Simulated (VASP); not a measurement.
# La3Tl (P4/mmm) in VASP: notebook, part 2 of 2

VASP 6.6.1. Earlier steps stand in the parts before.

**3. Electric field gradients, LDA (equal xx and yy strain of +1 %)**

INCAR

```
PREC = Accurate
ENCUT = 520
EDIFF = 1E-8
ISMEAR = -1
SIGMA = 0.08
LREAL = False
LASPH = True
NELM = 100
ALGO = Normal
ISIF = 2
LWAVE = False
LCHARG = False
GGA = CA
LEFG = True
NBANDS = 31
```

KPOINTS

```
regular mesh
0
Gamma
  8 8 8
```

POSCAR

```
La3Tl
1.0
    5.1106000000      0.0000000000      0.0000000000
    0.0000000000      5.1106000000      0.0000000000
    0.0000000000      0.0000000000      5.0600000000
La Tl
3 1
Direct
    0.0000000000      0.5000000000      0.5000000000
    0.5000000000      0.0000000000      0.5000000000
    0.5000000000      0.5000000000      0.0000000000
    0.0000000000      0.0000000000      0.0000000000
```

Potentials or basis: VASP PAW LDA potentials, release 64 (La, Tl_d).

Started as:

```console
$ cat potpaw_LDA.64/La/POTCAR potpaw_LDA.64/Tl_d/POTCAR > POTCAR
$ mpirun -np 1 vasp_std > vasp.out
```

OUTCAR:

```text
PREC = Accurate
   ENCUT = 520
   EDIFF = 1E-8
   ISMEAR = -1
   LREAL = False
   LASPH = True
   NELM = 100
   ISIF = 2
   GGA = CA

 ion  position               nearest neighbor table
   1  0.000  0.500  0.500-   3 3.60   4 3.60   3 3.60   4 3.60   4 3.60   4 3.60   3 3.60   3 3.60
                             2 3.61   2 3.61   2 3.61   2 3.61
   2  0.500  0.000  0.500-   3 3.60   4 3.60   3 3.60   4 3.60   3 3.60   3 3.60   4 3.60   4 3.60
                             1 3.61   1 3.61   1 3.61   1 3.61
   3  0.500  0.500  0.000-   1 3.60   2 3.60   1 3.60   2 3.60   2 3.60   2 3.60   1 3.60   1 3.60
                             4 3.61   4 3.61   4 3.61   4 3.61
   4  0.000  0.000  0.000-   1 3.60   2 3.60   1 3.60   2 3.60   1 3.60   1 3.60   2 3.60   2 3.60
                             3 3.61   3 3.61   3 3.61   3 3.61

  LATTYP: Found a simple tetragonal cell.
 ALAT       =     5.1106000000
 C/A-ratio  =     0.9900990099

  Lattice vectors:

 A1 = (   5.1106000000,   0.0000000000,   0.0000000000)
 A2 = (   0.0000000000,   5.1106000000,   0.0000000000)
 A3 = (   0.0000000000,   0.0000000000,   5.0600000000)

Analysis of symmetry for initial positions (statically):
=====================================================================
 Subroutine PRICEL returns:
 Original cell was already a primitive cell.

 Routine SETGRP: Setting up the symmetry group for a
 simple tetragonal supercell.

 Subroutine GETGRP returns: Found 16 space group operations
 (whereof 16 operations were pure point group operations)
 out of a pool of 16 trial point group operations.

The static configuration has the point symmetry D_4h.

Analysis of symmetry for dynamics (positions and initial velocities):
=====================================================================
 Subroutine PRICEL returns:
 Original cell was already a primitive cell.

[... 989 lines left out ...]
  -------------------------------------------------------------------------------------
  Total       -3.5876159     -3.5876159     -3.3824043      0.0000000      0.0000000      0.0000000
  in kB      -43.4932860    -43.4932860    -41.0054710      0.0000000      0.0000000      0.0000000
  external PRESSURE =     -42.6640143 kB  Pullay stress =       0.0000000 kB

 VOLUME and BASIS-vectors are now :
 -----------------------------------------------------------------------------
  energy-cutoff  :      520.00
  volume of cell :      132.16
      direct lattice vectors                 reciprocal lattice vectors
     5.110600000  0.000000000  0.000000000     0.195671741  0.000000000  0.000000000
     0.000000000  5.110600000  0.000000000     0.000000000  0.195671741  0.000000000
     0.000000000  0.000000000  5.060000000     0.000000000  0.000000000  0.197628458

 POSITION                                       TOTAL-FORCE (eV/Angst)
 -----------------------------------------------------------------------------------
      0.00000      2.55530      2.53000         0.000000      0.000000      0.000000
      2.55530      0.00000      2.53000         0.000000      0.000000      0.000000
      2.55530      2.55530      0.00000         0.000000      0.000000      0.000000
      0.00000      0.00000      0.00000         0.000000      0.000000      0.000000
 -----------------------------------------------------------------------------------
    total drift:                                0.000000     -0.000000     -0.000000

  FREE ENERGIE OF THE ION-ELECTRON SYSTEM (eV)
  ---------------------------------------------------
  free  energy   TOTEN  =       -20.7616972769 eV

  energy  without entropy=      -20.6354233877  energy(sigma->0) =      -20.69856033

 Electric field gradients (V/A^2)
---------------------------------------------------------------------
 ion       V_xx      V_yy      V_zz      V_xy      V_xz      V_yz
---------------------------------------------------------------------
   1     123.748   -64.166   -59.582    -0.000     0.000     0.000
   2     -64.166   123.748   -59.582    -0.000     0.000    -0.000
   3     -57.300   -57.300   114.601    -0.000    -0.000     0.000
   4       4.187     4.187    -8.374    -0.000     0.000     0.000
---------------------------------------------------------------------

 Electric field gradients after diagonalization (V/A^2)
 (convention: |V_zz| > |V_xx| > |V_yy|)
----------------------------------------------------------------------
 ion       V_xx      V_yy      V_zz     asymmetry (V_yy - V_xx)/ V_zz
----------------------------------------------------------------------
   1     -64.166   -59.582   123.748       0.037
   2     -64.166   -59.582   123.748       0.037
   3     -57.300   -57.300   114.601       0.000
   4       4.187     4.187    -8.374       0.000
----------------------------------------------------------------------

           NMR quadrupolar parameters

 Cq : quadrupolar parameter    Cq=e*Q*V_zz/h
 eta: asymmetry parameters     (V_yy - V_xx)/ V_zz
 Q  : nuclear electric quadrupole moment in mb (millibarn)
----------------------------------------------------------------------
 ion       Cq(MHz)       eta       Q (mb)
----------------------------------------------------------------------
   1       0.299       0.037       1.000
   2       0.299       0.037       1.000
   3       0.277       0.000       1.000
   4      -0.020       0.000       1.000
----------------------------------------------------------------------
```

OSZICAR:

```text
N       E                     dE             d eps       ncg     rms          rms(c)
DAV:   1     0.574638286021E+03    0.57464E+03   -0.16500E+04  4658   0.211E+03
DAV:   2     0.120125911765E+03   -0.45451E+03   -0.43997E+03  6570   0.371E+02
DAV:   3    -0.565858147092E+01   -0.12578E+03   -0.12261E+03  7336   0.214E+02
DAV:   4    -0.192968832662E+02   -0.13638E+02   -0.13133E+02  8708   0.830E+01
DAV:   5    -0.209340347433E+02   -0.16372E+01   -0.15826E+01  9188   0.266E+01    0.518E+00
DAV:   6    -0.207745622860E+02    0.15947E+00   -0.32852E+00  8084   0.110E+01    0.273E+00
DAV:   7    -0.207681822535E+02    0.63800E-02   -0.41641E-01  8956   0.530E+00    0.134E+00
DAV:   8    -0.207609874335E+02    0.71948E-02   -0.55468E-02  9036   0.171E+00    0.204E-01
DAV:   9    -0.207615195888E+02   -0.53216E-03   -0.85818E-03  8980   0.709E-01    0.968E-02
DAV:  10    -0.207616751255E+02   -0.15554E-03   -0.14811E-03  9052   0.275E-01    0.253E-02
DAV:  11    -0.207616930744E+02   -0.17949E-04   -0.25174E-04  8828   0.109E-01    0.678E-03
DAV:  12    -0.207616964145E+02   -0.33402E-05   -0.39334E-05  9012   0.400E-02    0.242E-03
DAV:  13    -0.207616970936E+02   -0.67911E-06   -0.67287E-06  8804   0.191E-02    0.161E-03
DAV:  14    -0.207616972379E+02   -0.14426E-06   -0.15193E-06  8684   0.730E-03    0.107E-03
DAV:  15    -0.207616972751E+02   -0.37248E-07   -0.40920E-07  7732   0.539E-03    0.115E-03
DAV:  16    -0.207616972761E+02   -0.99953E-09   -0.10789E-07  7220   0.252E-03    0.388E-04
DAV:  17    -0.207616972769E+02   -0.81809E-09   -0.18191E-08  4892   0.108E-03
   1 F= -.20761697E+02 E0= -.20698560E+02  d E =-.126274E+00
```

Run time: 7.3 min. Hardware: 1 thread of Oxide Virtual Turin-like, shared host; peak memory 0.39 GiB.

Results:

| Item | Value |
| --- | --- |
| Free energy | -20.7617 eV |
| Pressure | -4.3 GPa |
| Band gap on the k mesh | zero (bands 23 and 24 overlap by 1.00 eV) |
| Largest electric field gradient by atom | La +123.7, +114.6 (each value once); Tl -8.4 V/Å² |

Levels at points of the mesh, in eV from the Fermi level:
```tsv
k point	band 21	band 22	band 23	band 24	band 25	band 26
(0.00, 0.00, 0.00)	-0.78	-0.78	-0.77	-0.73	0.76	0.76
(0.50, 0.00, 0.00)	-0.73	-0.68	-0.57	0.67	1.00	1.06
(0.50, 0.50, 0.00)	-1.34	-0.06	-0.06	0.22	0.63	0.97
(0.00, 0.00, 0.50)	-0.73	-0.73	-0.56	0.68	1.03	1.04
(0.50, 0.00, 0.50)	-1.35	-0.06	-0.03	0.25	0.59	0.97
(0.50, 0.50, 0.50)	-1.03	0.27	0.27	0.27	1.12	1.26
```

Electric field gradients, principal values (V/Å²):
```
atom    least   middle  greatest (by size)
1 La  -59.582  -64.166             123.748
2 La  -59.582  -64.166             123.748
3 La  -57.300  -57.300             114.601
4 Tl    4.187    4.187              -8.374
```

Caveat: the cell differs from its parent crystal (equal xx and yy strain of +1 %); the cell stands under tension; without QUAD_EFG the Cq values of the log hold for a quadrupole moment of 1 mb, not for the nuclei; spin-orbit coupling is left out, which moves the levels of the heavy elements.
